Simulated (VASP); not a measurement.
# Lu (Fm-3m) in VASP: a series of runs, part 2 of 2

VASP 6.6.1. Earlier steps stand in the parts before.

## Step 5: Single point, PBE (volume scaled by 0.52)

File INCAR:

```
SYSTEM = Lu
PREC = Accurate
ENCUT = 520
EDIFF = 1E-6
ISMEAR = -1
SIGMA = 0.1
LREAL = .FALSE.
LASPH = .TRUE.
NELM = 60
ALGO = Normal
ISIF = 2
LWAVE = .FALSE.
LCHARG = .FALSE.
GGA = PE
NBANDS = 18
```

File KPOINTS:

```
regular mesh
0
G
  15 15 15
  0 0 0
```

File POSCAR:

```
Lu
1.0
    0.0000000000      1.9628544317      1.9628544317
    1.9628544317      0.0000000000      1.9628544317
    1.9628544317      1.9628544317      0.0000000000
Lu
1
Direct
    0.0000000000      0.0000000000      0.0000000000
```

Potentials or basis: VASP PAW PBE potentials, release 64 (Lu).

On the command line:

```console
$ cat potpaw_PBE.64/Lu/POTCAR > POTCAR
$ mpirun -np 1 vasp_std > vasp.out
```

OUTCAR:

```text
SYSTEM = Lu
   PREC = Accurate
   ENCUT = 520
   EDIFF = 1E-6
   ISMEAR = -1
   LREAL = .FALSE.
   LASPH = .TRUE.
   NELM = 60
   ISIF = 2
   GGA = PE

 ion  position               nearest neighbor table
   1  0.000  0.000  0.000-

  LATTYP: Found a face centered cubic cell.
 ALAT       =     3.9257088634

  Lattice vectors:

 A1 = (   0.0000000000,   1.9628544317,   1.9628544317)
 A2 = (   1.9628544317,   0.0000000000,   1.9628544317)
 A3 = (   1.9628544317,   1.9628544317,   0.0000000000)

Analysis of symmetry for initial positions (statically):
=====================================================================
 Subroutine PRICEL returns:
 Original cell was already a primitive cell.

 Routine SETGRP: Setting up the symmetry group for a
 face centered cubic supercell.

 Subroutine GETGRP returns: Found 48 space group operations
 (whereof 48 operations were pure point group operations)
 out of a pool of 48 trial point group operations.

The static configuration has the point symmetry O_h .

Analysis of symmetry for dynamics (positions and initial velocities):
=====================================================================
 Subroutine PRICEL returns:
 Original cell was already a primitive cell.

 Routine SETGRP: Setting up the symmetry group for a
 face centered cubic supercell.

 Subroutine GETGRP returns: Found 48 space group operations
 (whereof 48 operations were pure point group operations)
 out of a pool of 48 trial point group operations.

The dynamic configuration has the point symmetry O_h .

 Subroutine INISYM returns: Found 48 space group operations
 (whereof 48 operations are pure point group operations),
 and found     1 'primitive' translations

----------------------------------------------------------------------------------------

                                     Primitive cell

  volume of cell :      15.1250

  direct lattice vectors                    reciprocal lattice vectors
     0.000000000  1.962854432  1.962854432    -0.254731065  0.254731065  0.254731065
     1.962854432  0.000000000  1.962854432     0.254731065 -0.254731065  0.254731065
     1.962854432  1.962854432  0.000000000     0.254731065  0.254731065 -0.254731065

  length of vectors
     2.775895358  2.775895358  2.775895358     0.441207147  0.441207147  0.441207147

  position of ions in fractional coordinates (direct lattice)
     0.000000000  0.000000000  0.000000000

  ion indices of the primitive-cell ions
   primitive index   ion index
                 1           1

----------------------------------------------------------------------------------------

 KPOINTS: regular mesh

Automatic generation of k-mesh.
 Grid dimensions read from file:
 generate k-points for:   15   15   15

 Generating k-lattice:

  Cartesian coordinates                     Fractional coordinates (reciprocal lattice)
    -0.016982071  0.016982071  0.016982071     0.066666667  0.000000000  0.000000000
     0.016982071 -0.016982071  0.016982071     0.000000000  0.066666667  0.000000000
     0.016982071  0.016982071 -0.016982071     0.000000000  0.000000000  0.066666667

  Length of vectors
     0.029413810  0.029413810  0.029413810

  Shift w.r.t. Gamma in fractional coordinates (k-lattice)
     0.000000000  0.000000000  0.000000000

 Subroutine IBZKPT returns following result:
 ===========================================

 Found    120 irreducible k-points:

 Following reciprocal coordinates:
            Coordinates               Weight
  0.000000  0.000000  0.000000      1.000000
  0.066667  0.000000  0.000000      8.000000
  0.133333  0.000000  0.000000      8.000000
  0.200000  0.000000  0.000000      8.000000
  0.266667  0.000000  0.000000      8.000000
  0.333333  0.000000  0.000000      8.000000
[... 16 lines left out ...]
  0.133333  0.133333  0.000000      6.000000
  0.200000  0.133333  0.000000     24.000000
 [... further k-points ...]
   k-points           NKPTS =    120   k-points in BZ     NKDIM =    120   number of bands    NBANDS=     18
   number of dos      NEDOS =    301   number of ions     NIONS =      1
   total plane-waves  NPLWV =  13824
   dimension x,y,z NGX =    24 NGY =   24 NGZ =   24
   dimension x,y,z NGXF=    48 NGYF=   48 NGZF=   48
   ions per type =               1
   NGX,Y,Z   is equivalent  to a cutoff of  14.37, 14.37, 14.37 a.u.
   NGXF,Y,Z  is equivalent  to a cutoff of  28.75, 28.75, 28.75 a.u.
 SYSTEM =  Lu
   PREC   = accura    normal or accurate (medium, high low for compatibility)
   ISTART =      0    job   : 0-new  1-cont  2-samecut
   ICHARG =      2    charge: 1-file 2-atom 10-const
   ISPIN  =      1    spin polarized calculation?
   LNONCOLLINEAR =      F non collinear calculations
   LSORBIT =      F    spin-orbit coupling
   LASPH  =      T    aspherical Exc in radial PAW
   ENCUT  =  520.0 eV  38.22 Ry    6.18 a.u.   5.16  5.16  5.16*2*pi/ulx,y,z
   NELM   =     60;   NELMIN=  2; NELMDL= -5     # of ELM steps
   EDIFF  = 0.1E-05   stopping-criterion for ELM
   LREAL  =      F    real-space projection
   EDIFFG = 0.1E-04   stopping-criterion for IOM
   NSW    =      0    number of steps for IOM
   IBRION =     -1    ionic relax: 0-MD 1-quasi-New 2-CG
   NFREE  =      0    steps in history (QN), initial steepest desc. (CG)
   ISIF   =      2    stress and relaxation
   ISYM   =      2    0-nonsym 1-usesym 2-fastsym
   POTIM  = 0.5000    time-step for ionic-motion
   TEBEG  =    0.0;   TEEND  =   0.0 temperature during run
   PSTRESS=    0.0 pullay stress
   NELECT =      25.0000    total number of electrons
   NUPDOWN=      -1.0000    fix difference up-down
   EMIN   =  10.00;   EMAX   =-10.00  energy-range for DOS
   EFERMI =   0.00;   METHOD = LEGACY
   ISMEAR =    -1;   SIGMA  =   0.10  broadening in eV -4-tet -1-fermi 0-gaus
   EFERMI_NEDOS =   21; number of points for ismear=-14 and -15
   IALGO  =     38    algorithm
   IMIX   =      4    mixing-type and parameters
     AMIX     =   0.40;   BMIX     =  1.00
     AMIX_MAG =   1.60;   BMIX_MAG =  1.00
  volume/ion in A,a.u.               =      15.12       102.07
  Fermi-wavevector in a.u.,A,eV,Ry     =   1.935635  3.657819 50.976702  3.746682
  Thomas-Fermi vector in A             =   2.966645
   LORBIT       =      0    0 simple, 1 ext, 2 COOP (PROOUT), +10 PAW based schemes
   GGA     = PE    functional components
   LHFCALC =     F    Hartree Fock is set to
   AEXX    =    0.0000 exact exchange contribution
   IVDW    =     0    specifies the selected vdW correction
   LEPSILON=     F    determine dielectric tensor
   LRPA    =     F    only Hartree local field effects (RPA)
 non-spin polarized calculation
  energy-cutoff  :      520.00
  volume of cell :       15.12
 maximum number of plane-waves:       420
 NGX is ok and might be reduce to    24
   NGX = 11   NGY = 11   NGZ = 11

 number of electron      24.9999999 magnetization

 Free energy of the ion-electron system (eV)
  ---------------------------------------------------
  ext. energy  EPLUGINS =         0.00000000
  ---------------------------------------------------
  free energy    TOTEN  =        -2.15974772 eV

  energy without entropy =       -2.13159565  energy(sigma->0) =       -2.14567168

 E-fermi :   5.2852     XC(G=0): -14.3669

 val. band max:        5.2679790480   @ k =   0.4667   0.2667   0.1333
 cond. band min:       5.3064369868   @ k =  -0.4667   0.2000   0.0000
 fundamental gap:      0.0384579388
 Fermi energy:         5.2851503950

 k-point     1 :       0.0000    0.0000    0.0000
  band No.  band energies     occupation
      1     -50.5079      2.00000
      2     -19.5371      2.00000
      3     -19.5371      2.00000
      4     -19.5371      2.00000
      5      -1.7482      2.00000
      6       0.3074      2.00000
[... 10 lines left out ...]
     17      12.8184      0.00000
     18      18.9934      0.00000

 k-point     2 :       0.0667    0.0000    0.0000
  band No.  band energies     occupation
      1     -50.4887      2.00000
      2     -19.7183      2.00000
      3     -19.5559      2.00000
      4     -19.5559      2.00000
      5      -1.4590      2.00000
      6       0.3133      2.00000
[... 10 lines left out ...]
     17      12.6321      0.00000
     18      19.5472      0.00000
[... 442 lines left out ...]
 k-point    24 :       0.2000    0.1333    0.0000
  band No.  band energies     occupation
      1     -50.3488      2.00000
      2     -20.6281      2.00000
      3     -19.8529      2.00000
      4     -19.8253      2.00000
      5       0.3569      2.00000
      6       0.4509      2.00000
[... 10 lines left out ...]
     17      13.5742      0.00000
     18      22.8024      0.00000

 [... further k-points ...]
[... 5 lines left out ...]
  --------------------------------------------------------------------------------------
  -------------------------------------------------------------------------------------
  Total        8.3353565      8.3353565      8.3353565      0.0000000     -0.0000000      0.0000000
  in kB      882.9588960    882.9588960    882.9588960      0.0000000     -0.0000000      0.0000000
  external PRESSURE =     882.9588960 kB  Pullay stress =       0.0000000 kB

 VOLUME and BASIS-vectors are now :
 -----------------------------------------------------------------------------
  energy-cutoff  :      520.00
  volume of cell :       15.12
      direct lattice vectors                 reciprocal lattice vectors
     0.000000000  1.962854432  1.962854432    -0.254731065  0.254731065  0.254731065
     1.962854432  0.000000000  1.962854432     0.254731065 -0.254731065  0.254731065
     1.962854432  1.962854432  0.000000000     0.254731065  0.254731065 -0.254731065

 POSITION                                       TOTAL-FORCE (eV/Angst)
 -----------------------------------------------------------------------------------
      0.00000      0.00000      0.00000        -0.000000      0.000000      0.000000
 -----------------------------------------------------------------------------------
    total drift:                               -0.000000      0.000000      0.000000

  FREE ENERGIE OF THE ION-ELECTRON SYSTEM (eV)
  ---------------------------------------------------
  free  energy   TOTEN  =        -2.1597477191 eV

  energy  without entropy=       -2.1315956452  energy(sigma->0) =       -2.14567168
```

It took 24 s on 1 thread of Intel Xeon 6975P-C (Granite Rapids), shared host; peak memory 0.17 GiB.

Results:

```yaml
Free_energy: -2.1597 eV
Pressure: 88.3 GPa
```

Caveat: spin-orbit coupling is left out, which moves the levels of the heavy elements.

## Step 6: Single point, PBE (volume scaled by 0.52)

File INCAR:

```
PREC = Accurate
ENCUT = 520
EDIFF = 1E-7
ISMEAR = -1
SIGMA = 0.1
LREAL = F
LASPH = T
NELM = 80
ALGO = Normal
ISIF = 2
LWAVE = F
LCHARG = F
GGA = PE
NBANDS = 18
```

File KPOINTS:

```
regular mesh
0
Gamma
  15 15 15
```

POSCAR is that of step 5.

Potentials or basis: VASP PAW PBE potentials, release 64 (Lu).

On the command line:

```console
$ cat potpaw_PBE.64/Lu/POTCAR > POTCAR
$ mpirun -np 1 vasp_std > vasp.out
```

It took 24 s on 1 thread of Intel Xeon 6975P-C (Granite Rapids), shared host; peak memory 0.17 GiB.

Results (log left out):

```
Free energy : -2.1597 eV
Pressure    : 89.1 GPa
```

Levels at points of the mesh, in eV from the Fermi level:
```tsv
k point	band 9	band 10	band 11	band 12	band 13	band 14	band 15	band 16
(0.00, 0.00, 0.00)	-4.70	-4.34	-4.34	-4.34	2.66	2.66	2.66	7.53
```

Caveat: spin-orbit coupling is left out, which moves the levels of the heavy elements.
